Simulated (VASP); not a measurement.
# Sb (P6_3/mmc) in VASP: a series of runs

Sb is run at these levels: PBE, LDA, PBEsol; tasks: single point.

Everything below comes from runs of VASP 6.6.1. Logs are shortened: lines on timing, memory, paths and dates and some standing lists are left out, and cuts for length are marked.

## 1. The cell of the first run

Symmetry: P6_3/mmc, No. 194, hexagonal system. Conventional cell: a = 3.476 Å, b = 3.476 Å, c = 5.419 Å, α = 90.00°, β = 90.00°, γ = 120.00°. Within 4.4 Å of Sb (site symmetry -6m2) lie 12 Sb at 3.37 to 3.48 Å.

This isn't the form of Sb at room conditions, which is rhombohedral.

## 2. Single point, PBE (strained)

The input, INCAR:

```
PREC = Accurate
ENCUT = 520
EDIFF = 1E-7
ISMEAR = 0
SIGMA = 0.1
LREAL = False
LASPH = True
NELM = 100
ALGO = Normal
ISIF = 2
LWAVE = False
LCHARG = False
GGA = PE
NBANDS = 12
```

The input, KPOINTS:

```
Automatic mesh
0
Gamma
  12 12 8
```

The input, POSCAR:

```
Sb
1.0
    3.4757301052      0.0000000000      0.0000000000
   -1.7378650526      3.0100705678      0.0000000000
    0.0000000000      0.0000000000      5.4189044000
Sb
2
Direct
    0.3333333333      0.6666666667      0.2500000000
    0.6666666667      0.3333333333      0.7500000000
```

Potentials or basis: VASP PAW PBE potentials, release 64 (Sb).

Started as:

```console
$ cat potpaw_PBE.64/Sb/POTCAR > POTCAR
$ mpirun -np 1 vasp_std > vasp.out
```

OUTCAR:

```text
PREC = Accurate
   ENCUT = 520
   EDIFF = 1E-7
   ISMEAR = 0
   LREAL = False
   LASPH = True
   NELM = 100
   ISIF = 2
   GGA = PE

 ion  position               nearest neighbor table
   1  0.333  0.667  0.250-   2 3.37   2 3.37   2 3.37   2 3.37   2 3.37   2 3.37
   2  0.667  0.333  0.750-   1 3.37   1 3.37   1 3.37   1 3.37   1 3.37   1 3.37

  LATTYP: Found a hexagonal cell.
 ALAT       =     3.4757301052
 C/A-ratio  =     1.5590693857

  Lattice vectors:

 A1 = (   3.4757301052,   0.0000000000,   0.0000000000)
 A2 = (  -1.7378650526,   3.0100705678,   0.0000000000)
 A3 = (   0.0000000000,   0.0000000000,   5.4189044000)

Analysis of symmetry for initial positions (statically):
=====================================================================
 Subroutine PRICEL returns:
 Original cell was already a primitive cell.

 Routine SETGRP: Setting up the symmetry group for a
 hexagonal supercell.

 Subroutine GETGRP returns: Found 24 space group operations
 (whereof 12 operations were pure point group operations)
 out of a pool of 24 trial point group operations.

The static configuration has the point symmetry D_3d.
 The point group associated with its full space group is D_6h.

Analysis of symmetry for dynamics (positions and initial velocities):
=====================================================================
 Subroutine PRICEL returns:
 Original cell was already a primitive cell.

 Routine SETGRP: Setting up the symmetry group for a
 hexagonal supercell.

 Subroutine GETGRP returns: Found 24 space group operations
 (whereof 12 operations were pure point group operations)
 out of a pool of 24 trial point group operations.

The dynamic configuration has the point symmetry D_3d.
 The point group associated with its full space group is D_6h.

 Subroutine INISYM returns: Found 24 space group operations
 (whereof 12 operations are pure point group operations),
 and found     1 'primitive' translations

----------------------------------------------------------------------------------------

                                     Primitive cell

  volume of cell :      56.6936

  direct lattice vectors                    reciprocal lattice vectors
     3.475730105  0.000000000  0.000000000     0.287709336  0.166109062  0.000000000
    -1.737865053  3.010070568  0.000000000     0.000000000  0.332218125  0.000000000
     0.000000000  0.000000000  5.418904400     0.000000000  0.000000000  0.184539148

  length of vectors
     3.475730105  3.475730105  5.418904400     0.332218125  0.332218125  0.184539148

  position of ions in fractional coordinates (direct lattice)
     0.333333333  0.666666667  0.250000000
     0.666666667  0.333333333  0.750000000

  ion indices of the primitive-cell ions
   primitive index   ion index
                 1           1
                 2           2

----------------------------------------------------------------------------------------

 KPOINTS: Automatic mesh

Automatic generation of k-mesh.
 Grid dimensions read from file:
 generate k-points for:   12   12    8

 Generating k-lattice:

  Cartesian coordinates                     Fractional coordinates (reciprocal lattice)
     0.023975778  0.013842422  0.000000000     0.083333333  0.000000000  0.000000000
     0.000000000  0.027684844  0.000000000     0.000000000  0.083333333  0.000000000
     0.000000000  0.000000000  0.023067393     0.000000000  0.000000000  0.125000000

  Length of vectors
     0.027684844  0.027684844  0.023067393

  Shift w.r.t. Gamma in fractional coordinates (k-lattice)
     0.000000000  0.000000000  0.000000000

 Subroutine IBZKPT returns following result:
 ===========================================

 Found     95 irreducible k-points:

 Following reciprocal coordinates:
            Coordinates               Weight
  0.000000  0.000000  0.000000      1.000000
  0.083333  0.000000  0.000000      6.000000
  0.166667  0.000000  0.000000      6.000000
  0.250000  0.000000  0.000000      6.000000
  0.333333  0.000000  0.000000      6.000000
  0.416667  0.000000  0.000000      6.000000
[... 16 lines left out ...]
  0.250000  0.000000  0.125000     12.000000
  0.333333  0.000000  0.125000     12.000000
 [... further k-points ...]
   k-points           NKPTS =     95   k-points in BZ     NKDIM =     95   number of bands    NBANDS=     12
   number of dos      NEDOS =    301   number of ions     NIONS =      2
   total plane-waves  NPLWV =  31360
   dimension x,y,z NGX =    28 NGY =   28 NGZ =   40
   dimension x,y,z NGXF=    56 NGYF=   56 NGZF=   80
   ions per type =               2
   NGX,Y,Z   is equivalent  to a cutoff of  13.39, 13.39, 12.27 a.u.
   NGXF,Y,Z  is equivalent  to a cutoff of  26.79, 26.79, 24.54 a.u.
 SYSTEM =  unknown system
   PREC   = accura    normal or accurate (medium, high low for compatibility)
   ISTART =      0    job   : 0-new  1-cont  2-samecut
   ICHARG =      2    charge: 1-file 2-atom 10-const
   ISPIN  =      1    spin polarized calculation?
   LNONCOLLINEAR =      F non collinear calculations
   LSORBIT =      F    spin-orbit coupling
   LASPH  =      T    aspherical Exc in radial PAW
   ENCUT  =  520.0 eV  38.22 Ry    6.18 a.u.   6.46  6.46 10.08*2*pi/ulx,y,z
   NELM   =    100;   NELMIN=  2; NELMDL= -5     # of ELM steps
   EDIFF  = 0.1E-06   stopping-criterion for ELM
   LREAL  =      F    real-space projection
   EDIFFG = 0.1E-05   stopping-criterion for IOM
   NSW    =      0    number of steps for IOM
   IBRION =     -1    ionic relax: 0-MD 1-quasi-New 2-CG
   NFREE  =      0    steps in history (QN), initial steepest desc. (CG)
   ISIF   =      2    stress and relaxation
   ISYM   =      2    0-nonsym 1-usesym 2-fastsym
   POTIM  = 0.5000    time-step for ionic-motion
   TEBEG  =    0.0;   TEEND  =   0.0 temperature during run
   PSTRESS=    0.0 pullay stress
   NELECT =      10.0000    total number of electrons
   NUPDOWN=      -1.0000    fix difference up-down
   EMIN   =  10.00;   EMAX   =-10.00  energy-range for DOS
   EFERMI =   0.00;   METHOD = LEGACY
   ISMEAR =     0;   SIGMA  =   0.10  broadening in eV -4-tet -1-fermi 0-gaus
   EFERMI_NEDOS =   21; number of points for ismear=-14 and -15
   IALGO  =     38    algorithm
   IMIX   =      4    mixing-type and parameters
     AMIX     =   0.40;   BMIX     =  1.00
     AMIX_MAG =   1.60;   BMIX_MAG =  1.00
  volume/ion in A,a.u.               =      28.35       191.29
  Fermi-wavevector in a.u.,A,eV,Ry     =   0.918114  1.734984 11.468812  0.842934
  Thomas-Fermi vector in A             =   2.043160
   LORBIT       =      0    0 simple, 1 ext, 2 COOP (PROOUT), +10 PAW based schemes
   GGA     = PE    functional components
   LHFCALC =     F    Hartree Fock is set to
   AEXX    =    0.0000 exact exchange contribution
   IVDW    =     0    specifies the selected vdW correction
   LEPSILON=     F    determine dielectric tensor
   LRPA    =     F    only Hartree local field effects (RPA)
 non-spin polarized calculation
 Gauss-broadening in eV      SIGMA  =   0.10
  energy-cutoff  :      520.00
  volume of cell :       56.69
 maximum number of plane-waves:      1556
 NGX is ok and might be reduce to    28
   NGX = 13   NGY = 13   NGZ = 21

 number of electron      10.0000000 magnetization

 number of electron       9.9999999 magnetization

 Free energy of the ion-electron system (eV)
  ---------------------------------------------------
  ext. energy  EPLUGINS =         0.00000000
  ---------------------------------------------------
  free energy    TOTEN  =        -7.70594417 eV

  energy without entropy =       -7.69883010  energy(sigma->0) =       -7.70238714

 E-fermi :   7.8269     XC(G=0): -10.0069

 val. band max:        7.8047282237   @ k =   0.5000   0.0000   0.0000
 cond. band min:       7.8329139433   @ k =   0.3333   0.2500   0.0000
 fundamental gap:      0.0281857195
 Fermi energy:         7.8269065070

 k-point     1 :       0.0000    0.0000    0.0000
  band No.  band energies     occupation
      1      -4.6728      2.00000
      2      -0.7815      2.00000
      3       2.4544      2.00000
      4      10.7242      0.00000
      5      10.7242      0.00000
      6      12.4090      0.00000
      7      12.4090      0.00000
      8      13.4555      0.00000
      9      14.7593      0.00000
     10      16.4859      0.00000
     11      17.3802      0.00000
     12      17.3802      0.00000

 k-point     2 :       0.0833    0.0000    0.0000
  band No.  band energies     occupation
      1      -4.5612      2.00000
      2      -0.6910      2.00000
      3       2.5719      2.00000
      4       9.6623      0.00000
      5      10.3354      0.00000
      6      11.8339      0.00000
      7      12.5190      0.00000
      8      13.2302      0.00000
      9      15.3016      0.00000
     10      16.1311      0.00000
     11      17.4390      0.00000
     12      18.0483      0.00000

 k-point     3 :       0.1667    0.0000    0.0000
  band No.  band energies     occupation
      1      -4.2285      2.00000
      2      -0.4309      2.00000
      3       2.9215      2.00000
      4       7.7657      1.61341
      5       9.6037      0.00000
      6      10.4989      0.00000
      7      12.4416      0.00000
      8      12.4888      0.00000
      9      14.3529      0.00000
     10      16.9684      0.00000
     11      17.1608      0.00000
     12      17.9984      0.00000
[... 286 lines left out ...]
 k-point    23 :       0.2500    0.0000    0.1250
  band No.  band energies     occupation
      1      -3.6046      2.00000
      2      -0.3820      2.00000
      3       3.9034      2.00000
      4       6.0511      2.00000
      5       8.5821      0.00000
      6       8.9802      0.00000
      7      11.3595      0.00000
      8      11.8661      0.00000
      9      13.4530      0.00000
     10      15.6085      0.00000
     11      16.8265      0.00000
     12      17.6901      0.00000

 k-point    24 :       0.3333    0.0000    0.1250
  band No.  band energies     occupation
      1      -2.8689      2.00000
      2       0.0460      2.00000
      3       3.9506      2.00000
      4       5.1959      2.00000
      5       6.9485      2.00000
      6       8.4342      0.00000
      7      10.1891      0.00000
      8      11.4506      0.00000
      9      12.7161      0.00000
     10      14.9923      0.00000
     11      16.8615      0.00000
     12      17.3109      0.00000

 [... further k-points ...]
[... 5 lines left out ...]
  --------------------------------------------------------------------------------------
  -------------------------------------------------------------------------------------
  Total       -0.9351331     -0.9351331     -0.0927785      0.0000000      0.0000000     -0.0000000
  in kB      -26.4271190    -26.4271190     -2.6219451      0.0000000      0.0000000     -0.0000000
  external PRESSURE =     -18.4920611 kB  Pullay stress =       0.0000000 kB

 VOLUME and BASIS-vectors are now :
 -----------------------------------------------------------------------------
  energy-cutoff  :      520.00
  volume of cell :       56.69
      direct lattice vectors                 reciprocal lattice vectors
     3.475730105  0.000000000  0.000000000     0.287709336  0.166109062  0.000000000
    -1.737865053  3.010070568  0.000000000     0.000000000  0.332218125  0.000000000
     0.000000000  0.000000000  5.418904400     0.000000000  0.000000000  0.184539148

 POSITION                                       TOTAL-FORCE (eV/Angst)
 -----------------------------------------------------------------------------------
     -0.00000      2.00671      1.35473         0.000000     -0.000000      0.000000
      1.73787      1.00336      4.06418        -0.000000      0.000000      0.000000
 -----------------------------------------------------------------------------------
    total drift:                               -0.000000      0.000000      0.000000

  FREE ENERGIE OF THE ION-ELECTRON SYSTEM (eV)
  ---------------------------------------------------
  free  energy   TOTEN  =        -7.7059441742 eV

  energy  without entropy=       -7.6988301017  energy(sigma->0) =       -7.70238714
```

Run time: 60 s. Hardware: 1 thread of Intel Xeon 8259CL, shared host; peak memory 0.21 GiB.

Results:

```yaml
Free_energy: -7.7059 eV
Pressure: -1.8 GPa
Band_gap_on_the_k_mesh: zero (bands 5 and 6 overlap by 6.68 eV)
```

Stress tensor (GPa, compression positive):
```
-2.64  0.00  0.00
 0.00 -2.64  0.00
 0.00  0.00 -0.26
```

Levels at points of the mesh, in eV from the Fermi level:
```csv
k point,band 2,band 3,band 4,band 5,band 6,band 7,band 8,band 9
"(0.00, 0.00, 0.00)",-8.61,-5.37,2.90,2.90,4.58,4.58,5.63,6.93
"(0.50, 0.00, 0.00)",-8.02,-3.97,-2.55,-2.14,-0.02,0.06,3.48,4.22
"(0.00, 0.00, 0.50)",-11.25,-0.28,-0.28,3.73,3.73,3.73,3.73,8.00
"(0.50, 0.00, 0.50)",-8.48,-4.99,-4.99,1.34,1.34,1.93,1.93,5.76
```

Caveat: the cell differs from its parent crystal (strained); spin-orbit coupling is left out, which moves the levels of the heavy elements.

## 3. Single point, LDA (strained)

The input, INCAR:

```
PREC = Accurate ; ENCUT = 520
EDIFF = 1E-6 ; ISMEAR = 0
SIGMA = 0.1 ; LREAL = F
LASPH = T ; NELM = 80
ALGO = Normal ; ISIF = 2
LWAVE = F ; LCHARG = T
LELF = T ; LVHAR = T
NBANDS = 12
```

The input, KPOINTS:

```
regular mesh
0
Gamma
  15 15 8
```

The input, POSCAR:

```
Sb
1.0
    3.3282015873      0.0000000000      0.0000000000
   -1.6641007937      2.8823071235      0.0000000000
    0.0000000000      0.0000000000      4.9456537000
Sb
2
Direct
    0.3333333333      0.6666666667      0.2500000000
    0.6666666667      0.3333333333      0.7500000000
```

Potentials or basis: VASP PAW LDA potentials, release 64 (Sb).

Started as:

```console
$ cat potpaw_LDA.64/Sb/POTCAR > POTCAR
$ mpirun -np 1 vasp_std > vasp.out
```

OUTCAR:

```text
PREC = Accurate
   ENCUT = 520
   EDIFF = 1E-6
   ISMEAR = 0
   LREAL = F
   LASPH = T
   NELM = 80
   ISIF = 2

 ion  position               nearest neighbor table
   1  0.333  0.667  0.250-   2 3.13   2 3.13   2 3.13   2 3.13   2 3.13   2 3.13
   2  0.667  0.333  0.750-   1 3.13   1 3.13   1 3.13   1 3.13   1 3.13   1 3.13

  LATTYP: Found a hexagonal cell.
 ALAT       =     3.3282015873
 C/A-ratio  =     1.4859838175

  Lattice vectors:

 A1 = (   3.3282015873,   0.0000000000,   0.0000000000)
 A2 = (  -1.6641007937,   2.8823071235,   0.0000000000)
[... 539 lines left out ...]
      7       9.8499      1.99992
      8      11.5189      0.00000
      9      14.6511      0.00000
     10      17.9244      0.00000
     11      22.6522      0.00000
     12      23.0695      0.00000

 [... further k-points ...]
[... 5 lines left out ...]
  --------------------------------------------------------------------------------------
  -------------------------------------------------------------------------------------
  Total        2.1232511      2.1232511      2.0011534     -0.0000000     -0.0000000      0.0000000
  in kB       71.7031716     71.7031716     67.5798748     -0.0000000     -0.0000000      0.0000000
  external PRESSURE =      70.3287393 kB  Pullay stress =       0.0000000 kB

 VOLUME and BASIS-vectors are now :
 -----------------------------------------------------------------------------
  energy-cutoff  :      520.00
  volume of cell :       47.44
      direct lattice vectors                 reciprocal lattice vectors
     3.328201587  0.000000000  0.000000000     0.300462569  0.173472145  0.000000000
    -1.664100794  2.882307123  0.000000000     0.000000000  0.346944291  0.000000000
     0.000000000  0.000000000  4.945653700     0.000000000  0.000000000  0.202197740

 POSITION                                       TOTAL-FORCE (eV/Angst)
 -----------------------------------------------------------------------------------
     -0.00000      1.92154      1.23641         0.000000     -0.000000      0.000000
      1.66410      0.96077      3.70924        -0.000000      0.000000      0.000000
 -----------------------------------------------------------------------------------
    total drift:                               -0.000000      0.000000      0.000000

  FREE ENERGIE OF THE ION-ELECTRON SYSTEM (eV)
  ---------------------------------------------------
  free  energy   TOTEN  =        -9.0513339958 eV

  energy  without entropy=       -9.0437405396  energy(sigma->0) =       -9.04753727
```

stdout:

```text
POSCAR found type information on POSCAR Sb
 POSCAR found :  1 types and       2 ions
 scaLAPACK will be used
 LDA part: xc-table for (Slater(with rela. corr.)+CA(PZ))
 , standard interpolation
 POSCAR, INCAR and KPOINTS ok, starting setup
 FFT: planning ... GRIDC
 FFT: planning ... GRID_SOFT
 FFT: planning ... GRID
 WAVECAR not read
 entering main loop
```

It took 63 s on 1 thread of Intel Xeon 8259CL, shared host; peak memory 0.2 GiB.

What came out:

- Free energy: -9.0513 eV
- Pressure: 7.0 GPa
- Band gap on the k mesh: zero (bands 5 and 6 overlap by 7.79 eV)

Stress tensor (GPa, compression positive):
```
7.17 0.00 0.00
0.00 7.17 0.00
0.00 0.00 6.76
```

Caveat: the cell differs from its parent crystal (strained); the cell stands under pressure; spin-orbit coupling is left out, which moves the levels of the heavy elements.

## 4. Single point, PBEsol (strained)

The input, INCAR:

```
  ALGO = Normal
  EDIFF = 1E-7
  ENCUT = 520
  GGA = PS
  ISIF = 2
  ISMEAR = 0
  LASPH = True
  LCHARG = False
  LREAL = False
  LWAVE = False
  NBANDS = 12
  NELM = 80
  PREC = Accurate
  SIGMA = 0.1
```

The input, KPOINTS:

```
k-points
0
Gamma
  15 15 8
```

The input, POSCAR:

```
Sb
1.0
    3.2921195954      0.0000000000      0.0000000000
   -1.6460597978      2.8510592019      0.0000000000
    0.0000000000      0.0000000000      5.2083694000
Sb
2
Direct
    0.3333333333      0.6666666667      0.2500000000
    0.6666666667      0.3333333333      0.7500000000
```

Potentials or basis: VASP PAW PBE potentials, release 64 (Sb).

Started as:

```console
$ cat potpaw_PBE.64/Sb/POTCAR > POTCAR
$ mpirun -np 1 vasp_std > vasp.out
```

It took 44 s on 1 thread of Intel Xeon 8259CL, shared host; peak memory 0.21 GiB.

Results (log left out):

| Property | Result |
| --- | --- |
| Free energy | -8.6172 eV |
| Pressure | 5.5 GPa |
| Band gap on the k mesh | zero (bands 5 and 6 overlap by 8.27 eV) |

Stress tensor (GPa, compression positive):
```
4.46 0.00 0.00
0.00 4.46 0.00
0.00 0.00 7.71
```

Levels at points of the mesh, in eV from the Fermi level:
```
           k point  band 2  band 3  band 4  band 5  band 6  band 7  band 8  band 9
(0.00, 0.00, 0.00)   -9.08   -6.41    3.64    3.64    5.59    5.59    6.69    7.74
(0.00, 0.00, 0.50)  -12.33   -0.38   -0.38    4.63    4.63    4.63    4.63    8.69
```

Caveat: the cell differs from its parent crystal (strained); the cell stands under pressure; the PAW data sets were made with another functional, which shifts forces and pressure a little; spin-orbit coupling is left out, which moves the levels of the heavy elements.

[end of part 1 of 2]
